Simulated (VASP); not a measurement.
# Cs (Im-3m) in VASP: single point with PBE

Aim: the single point of Cs with PBE.

Everything below comes from runs of VASP 6.6.1. Logs are shortened: lines on timing, memory, paths and dates and some standing lists are left out, and cuts for length are marked.

## (1) The cell of the first run

The structure is cubic, space group Im-3m (No. 229). Conventional cell: a = 6.276 Å, b = 6.276 Å, c = 6.276 Å, α = 90.00°, β = 90.00°, γ = 90.00°.

## (2) Single point, PBE

INCAR reads:

```
SYSTEM = Cs
PREC = Accurate ; ENCUT = 520
EDIFF = 1E-6 ; ISMEAR = -1
SIGMA = 0.06122561905347299 ; LREAL = .FALSE.
LASPH = .TRUE. ; NELM = 80
ALGO = Normal ; ISIF = 2
LWAVE = .FALSE. ; LCHARG = .FALSE.
GGA = PE ; NBANDS = 10
```

KPOINTS reads:

```
regular mesh
0
G
  25 25 25
  0 0 0
```

POSCAR reads:

```
Cs
1.0
   -3.1379289449      3.1379289449      3.1379289449
    3.1379289449     -3.1379289449      3.1379289449
    3.1379289449      3.1379289449     -3.1379289449
Cs
1
Direct
    0.0000000000      0.0000000000      0.0000000000
```

Potentials or basis: VASP PAW PBE potentials, release 64 (Cs_sv).

Started as:

```
$ cat potpaw_PBE.64/Cs_sv/POTCAR > POTCAR
$ mpirun -np 1 vasp_std > vasp.out
```

OUTCAR:

```text
SYSTEM = Cs
   PREC = Accurate
   ENCUT = 520
   EDIFF = 1E-6
   ISMEAR = -1
   LREAL = .FALSE.
   LASPH = .TRUE.
   NELM = 80
   ISIF = 2
   GGA = PE

 ion  position               nearest neighbor table
   1  0.000  0.000  0.000-

  LATTYP: Found a body centered cubic cell.
 ALAT       =     6.2758578898

  Lattice vectors:

 A1 = (  -3.1379289449,   3.1379289449,   3.1379289449)
 A2 = (   3.1379289449,  -3.1379289449,   3.1379289449)
 A3 = (   3.1379289449,   3.1379289449,  -3.1379289449)

Analysis of symmetry for initial positions (statically):
=====================================================================
 Subroutine PRICEL returns:
 Original cell was already a primitive cell.

 Routine SETGRP: Setting up the symmetry group for a
 body centered cubic supercell.

 Subroutine GETGRP returns: Found 48 space group operations
 (whereof 48 operations were pure point group operations)
 out of a pool of 48 trial point group operations.

The static configuration has the point symmetry O_h .

Analysis of symmetry for dynamics (positions and initial velocities):
=====================================================================
 Subroutine PRICEL returns:
 Original cell was already a primitive cell.

 Routine SETGRP: Setting up the symmetry group for a
 body centered cubic supercell.

 Subroutine GETGRP returns: Found 48 space group operations
 (whereof 48 operations were pure point group operations)
 out of a pool of 48 trial point group operations.

The dynamic configuration has the point symmetry O_h .

 Subroutine INISYM returns: Found 48 space group operations
 (whereof 48 operations are pure point group operations),
 and found     1 'primitive' translations

----------------------------------------------------------------------------------------

                                     Primitive cell

  volume of cell :     123.5917

  direct lattice vectors                    reciprocal lattice vectors
    -3.137928945  3.137928945  3.137928945     0.000000000  0.159340765  0.159340765
     3.137928945 -3.137928945  3.137928945     0.159340765  0.000000000  0.159340765
     3.137928945  3.137928945 -3.137928945     0.159340765  0.159340765  0.000000000

  length of vectors
     5.435052363  5.435052363  5.435052363     0.225341872  0.225341872  0.225341872

  position of ions in fractional coordinates (direct lattice)
     0.000000000  0.000000000  0.000000000

  ion indices of the primitive-cell ions
   primitive index   ion index
                 1           1

----------------------------------------------------------------------------------------

 KPOINTS: regular mesh

Automatic generation of k-mesh.
 Grid dimensions read from file:
 generate k-points for:   25   25   25

 Generating k-lattice:

  Cartesian coordinates                     Fractional coordinates (reciprocal lattice)
     0.000000000  0.006373631  0.006373631     0.040000000  0.000000000  0.000000000
     0.006373631  0.000000000  0.006373631     0.000000000  0.040000000  0.000000000
     0.006373631  0.006373631  0.000000000     0.000000000  0.000000000  0.040000000

  Length of vectors
     0.009013675  0.009013675  0.009013675

  Shift w.r.t. Gamma in fractional coordinates (k-lattice)
     0.000000000  0.000000000  0.000000000

 Subroutine IBZKPT returns following result:
 ===========================================

 Found    455 irreducible k-points:

 Following reciprocal coordinates:
            Coordinates               Weight
  0.000000  0.000000  0.000000      1.000000
  0.040000  0.000000  0.000000     12.000000
  0.080000  0.000000  0.000000     12.000000
  0.120000  0.000000  0.000000     12.000000
  0.160000  0.000000  0.000000     12.000000
  0.200000  0.000000  0.000000     12.000000
[... 16 lines left out ...]
  0.400000  0.040000  0.000000     48.000000
  0.440000  0.040000  0.000000     48.000000
 [... further k-points ...]
   k-points           NKPTS =    455   k-points in BZ     NKDIM =    455   number of bands    NBANDS=     10
   number of dos      NEDOS =    301   number of ions     NIONS =      1
   total plane-waves  NPLWV =  64000
   dimension x,y,z NGX =    40 NGY =   40 NGZ =   40
   dimension x,y,z NGXF=    80 NGYF=   80 NGZF=   80
   ions per type =               1
   NGX,Y,Z   is equivalent  to a cutoff of  12.24, 12.24, 12.24 a.u.
   NGXF,Y,Z  is equivalent  to a cutoff of  24.47, 24.47, 24.47 a.u.
 SYSTEM =  Cs
   PREC   = accura    normal or accurate (medium, high low for compatibility)
   ISTART =      0    job   : 0-new  1-cont  2-samecut
   ICHARG =      2    charge: 1-file 2-atom 10-const
   ISPIN  =      1    spin polarized calculation?
   LNONCOLLINEAR =      F non collinear calculations
   LSORBIT =      F    spin-orbit coupling
   LASPH  =      T    aspherical Exc in radial PAW
   ENCUT  =  520.0 eV  38.22 Ry    6.18 a.u.  10.11 10.11 10.11*2*pi/ulx,y,z
   NELM   =     80;   NELMIN=  2; NELMDL= -5     # of ELM steps
   EDIFF  = 0.1E-05   stopping-criterion for ELM
   LREAL  =      F    real-space projection
   EDIFFG = 0.1E-04   stopping-criterion for IOM
   NSW    =      0    number of steps for IOM
   IBRION =     -1    ionic relax: 0-MD 1-quasi-New 2-CG
   NFREE  =      0    steps in history (QN), initial steepest desc. (CG)
   ISIF   =      2    stress and relaxation
   ISYM   =      2    0-nonsym 1-usesym 2-fastsym
   POTIM  = 0.5000    time-step for ionic-motion
   TEBEG  =    0.0;   TEEND  =   0.0 temperature during run
   PSTRESS=    0.0 pullay stress
   NELECT =       9.0000    total number of electrons
   NUPDOWN=      -1.0000    fix difference up-down
   EMIN   =  10.00;   EMAX   =-10.00  energy-range for DOS
   EFERMI =   0.00;   METHOD = LEGACY
   ISMEAR =    -1;   SIGMA  =   0.06  broadening in eV -4-tet -1-fermi 0-gaus
   EFERMI_NEDOS =   21; number of points for ismear=-14 and -15
   IALGO  =     38    algorithm
   IMIX   =      4    mixing-type and parameters
     AMIX     =   0.40;   BMIX     =  1.00
     AMIX_MAG =   1.60;   BMIX_MAG =  1.00
  volume/ion in A,a.u.               =     123.59       834.04
  Fermi-wavevector in a.u.,A,eV,Ry     =   0.683638  1.291888  6.358823  0.467360
  Thomas-Fermi vector in A             =   1.763059
   LORBIT       =      0    0 simple, 1 ext, 2 COOP (PROOUT), +10 PAW based schemes
   GGA     = PE    functional components
   LHFCALC =     F    Hartree Fock is set to
   AEXX    =    0.0000 exact exchange contribution
   IVDW    =     0    specifies the selected vdW correction
   LEPSILON=     F    determine dielectric tensor
   LRPA    =     F    only Hartree local field effects (RPA)
 non-spin polarized calculation
  energy-cutoff  :      520.00
  volume of cell :      123.59
 maximum number of plane-waves:      3367
   NGX = 21   NGY = 21   NGZ = 21

 number of electron       8.9999998 magnetization

 Free energy of the ion-electron system (eV)
  ---------------------------------------------------
  ext. energy  EPLUGINS =         0.00000000
  ---------------------------------------------------
  free energy    TOTEN  =        -0.85615243 eV

  energy without entropy =       -0.84011829  energy(sigma->0) =       -0.84813536

 E-fermi :   0.2822     XC(G=0):  -5.2298

 val. band max:        0.2802693918   @ k =  -0.3600   0.4400   0.1200
 cond. band min:       0.2850277408   @ k =  -0.3600   0.4800   0.0400
 fundamental gap:      0.0047583490
 Fermi energy:         0.2821666424

 k-point     1 :       0.0000    0.0000    0.0000
  band No.  band energies     occupation
      1     -23.6203      2.00000
      2     -10.3727      2.00000
      3     -10.3727      2.00000
      4     -10.3727      2.00000
      5      -1.3247      2.00000
      6       2.7285      0.00000
      7       2.7285      0.00000
      8       2.7285      0.00000
      9       3.5359      0.00000
     10       3.5359      0.00000

 k-point     2 :       0.0400    0.0000    0.0000
  band No.  band energies     occupation
      1     -23.6202      2.00000
      2     -10.3745      2.00000
      3     -10.3733      2.00000
      4     -10.3727      2.00000
      5      -1.3081      2.00000
      6       2.7091      0.00000
      7       2.7150      0.00000
      8       2.7448      0.00000
      9       3.4990      0.00000
     10       3.5323      0.00000

 k-point     3 :       0.0800    0.0000    0.0000
  band No.  band energies     occupation
      1     -23.6200      2.00000
      2     -10.3795      2.00000
      3     -10.3750      2.00000
      4     -10.3727      2.00000
      5      -1.2586      2.00000
      6       2.6547      0.00000
      7       2.6668      0.00000
      8       2.7938      0.00000
      9       3.4180      0.00000
     10       3.5233      0.00000

 k-point     4 :       0.1200    0.0000    0.0000
  band No.  band energies     occupation
      1     -23.6196      2.00000
      2     -10.3876      2.00000
      3     -10.3777      2.00000
      4     -10.3727      2.00000
      5      -1.1773      2.00000
      6       2.5683      0.00000
      7       2.5743      0.00000
      8       2.8749      0.00000
      9       3.3495      0.00000
     10       3.5131      0.00000
[... 222 lines left out ...]
 k-point    22 :       0.3600    0.0400   -0.0000
  band No.  band energies     occupation
      1     -23.6162      2.00000
      2     -10.4650      2.00000
      3     -10.4042      2.00000
      4     -10.3734      2.00000
      5      -0.0577      1.99227
      6       1.4125      0.00000
      7       1.9997      0.00000
      8       3.4136      0.00000
      9       3.7551      0.00000
     10       4.1172      0.00000

 k-point    23 :       0.4000    0.0400    0.0000
  band No.  band energies     occupation
      1     -23.6159      2.00000
      2     -10.4725      2.00000
      3     -10.4069      2.00000
      4     -10.3734      2.00000
      5       0.1367      1.82987
      6       1.2597      0.00000
      7       1.9566      0.00000
      8       3.3803      0.00000
      9       3.8341      0.00000
     10       4.3862      0.00000

 k-point    24 :       0.4400    0.0400    0.0000
  band No.  band energies     occupation
      1     -23.6156      2.00000
      2     -10.4772      2.00000
      3     -10.4085      2.00000
      4     -10.3734      2.00000
      5       0.2918      0.92132
      6       1.1360      0.00000
      7       1.9304      0.00000
      8       3.3420      0.00000
      9       3.9128      0.00000
     10       4.5759      0.00000

 [... further k-points ...]
[... 5 lines left out ...]
  --------------------------------------------------------------------------------------
  -------------------------------------------------------------------------------------
  Total       -0.0816130     -0.0816130     -0.0816130     -0.0000000     -0.0000000     -0.0000000
  in kB       -1.0579880     -1.0579880     -1.0579880     -0.0000000     -0.0000000     -0.0000000
  external PRESSURE =      -1.0579880 kB  Pullay stress =       0.0000000 kB

 VOLUME and BASIS-vectors are now :
 -----------------------------------------------------------------------------
  energy-cutoff  :      520.00
  volume of cell :      123.59
      direct lattice vectors                 reciprocal lattice vectors
    -3.137928945  3.137928945  3.137928945     0.000000000  0.159340765  0.159340765
     3.137928945 -3.137928945  3.137928945     0.159340765  0.000000000  0.159340765
     3.137928945  3.137928945 -3.137928945     0.159340765  0.159340765  0.000000000

 POSITION                                       TOTAL-FORCE (eV/Angst)
 -----------------------------------------------------------------------------------
      0.00000      0.00000      0.00000        -0.000000     -0.000000      0.000000
 -----------------------------------------------------------------------------------
    total drift:                               -0.000000     -0.000000     -0.000000

  FREE ENERGIE OF THE ION-ELECTRON SYSTEM (eV)
  ---------------------------------------------------
  free  energy   TOTEN  =        -0.8561524283 eV

  energy  without entropy=       -0.8401182913  energy(sigma->0) =       -0.84813536
```

Run time: 3.8 min. Hardware: 1 thread of Intel Xeon Platinum 8488C (Sapphire Rapids), shared host; peak memory 0.63 GiB.

Results:

```yaml
Free_energy: -0.8562 eV
Pressure: -0.1 GPa
Band_gap_on_the_k_mesh: zero (an odd number of electrons rules out a gap without spin polarisation)
```

Caveat: spin-orbit coupling is left out, which moves the levels of the heavy elements.
